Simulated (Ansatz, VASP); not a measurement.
# Two plane-wave programs on Mn

```xyz
2
Lattice="2.5721 0.0000 0.0000 0.0000 2.5721 0.0000 0.0000 0.0000 3.4581" Properties=species:S:1:pos:R:3 pbc="T T T"
Mn    2.5721    0.0000    0.0000
Mn    1.2860    1.2860    1.7290
```

Alike in both runs: functional PBE; k mesh 12 × 12 × 9; occupations fermi-dirac, width 0.05 eV; collinear spin.

Ansatz relaxed the structure, and its values are those at the end. VASP's run is a single point on that final structure, the one shown.

|  | VASP | Ansatz |
| --- | --- | --- |
| version | VASP 6.6.1 | Ansatz 0.2.0 |
| potentials or method | VASP PAW PBE potentials, release 64 (Mn_pv), cutoff 520 eV | plane waves (420 eV) with PAW, scalar-relativistic |
| valence electrons in the cell | 26 | 30 |

Ansatz gave:

```
pressure (GPa)                                                : 0.0
net moment per atom (μB)                                      : 0.00
size of the moment on the site where the two differ most (μB) : 1.80
```

Problem. Which values does VASP return?

Solution. Pressure (GPa): 0.3; net moment per atom (μB): 0.00; size of the moment on the site where the two differ most (μB): 1.87.

Site moments also hang on the region over which each program counts them. VASP's potentials hold 26 valence electrons a cell and Ansatz's 30, so a difference there can come from the potentials and not from the codes.
